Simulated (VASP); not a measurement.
Input of a VASP 6.6.1 run:

Contents of INCAR:

```
ALGO = Fast
EDIFF = 1E-6
ENCUT = 520
GGA = PS
ISIF = 2
ISMEAR = 0
LASPH = True
LCHARG = False
LREAL = False
LWAVE = False
NBANDS = 13
NELM = 60
PREC = Accurate
SIGMA = 0.1
```

The input KPOINTS:

```
k-points
0
Gamma
  18 18 18
```

Contents of POSCAR:

```
Be3Si
1.0
   -1.7218200440      1.7218200440      3.6611434375
    1.7218200440     -1.7218200440      3.6611434375
    1.7218200440      1.7218200440     -3.6611434375
Be Si
3 1
Direct
    0.7500000000      0.2500000000      0.5000000000
    0.2500000000      0.7500000000      0.5000000000
    0.5000000000      0.5000000000      0.0000000000
    0.0000000000      0.0000000000      0.0000000000
```

Potentials or basis: VASP PAW PBE potentials, release 64 (Be, Si).

Run with:

```bash
$ cat potpaw_PBE.64/Be/POTCAR potpaw_PBE.64/Si/POTCAR > POTCAR
$ mpirun -np 1 vasp_std > vasp.out
```

Problem. Predict the band gap on the k mesh.

Solution. Zero (bands 5 and 6 overlap by 5.12 eV).

Problem. Predict the pressure.

Solution. -10.1 GPa.

Stress tensor (GPa, compression positive):
```
 -6.20   0.00   0.00
  0.00  -6.20   0.00
  0.00   0.00 -17.83
```

Caveat: the cell differs from its parent crystal (strained); the stress differs along the axes, from -18 to -6 GPa; the PAW data sets were made with another functional, which shifts forces and pressure a little.
